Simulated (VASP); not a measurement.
Crystal: CdS.

```
Cd S
1.0
     0.00000    2.87708    2.87708
     2.87708    0.00000    2.87708
     2.87708    2.87708    0.00000
Cd S
1 1
Direct
  0.00000 0.00000 0.00000
  0.75000 0.75000 0.75000
```

Program: VASP 6.6.1. Alike in all runs: task single point; potentials or basis VASP PAW PBE potentials, release 64 (Cd_sv_GW, S); no spin polarisation; cell as given; smearing fermi-dirac 0.05 eV.

Q: Order these runs on this cell by their band gap on the k mesh, lowest first.
A. level r2SCAN+rVV10; k mesh 8 × 8 × 8; cutoff (eV) 700
B. level BLYP+D4; k mesh 8 × 8 × 8; cutoff (eV) 630
C. level r2SCAN0; k mesh 4 × 4 × 4; cutoff (eV) 520; grid for exact exchange (PRECFOCK) Normal; share of exact exchange 0.25
D. level PBEsol-based screened hybrid with 25 % exact exchange; k mesh 4 × 4 × 4; cutoff (eV) 470; grid for exact exchange (PRECFOCK) Normal; share of exact exchange 0.25; screening parameter 0.207 1/Å

A: B (1.21 eV), A (1.63 eV), D (2.12 eV), C (3.26 eV).

Caveats: some runs use coarse meshes.
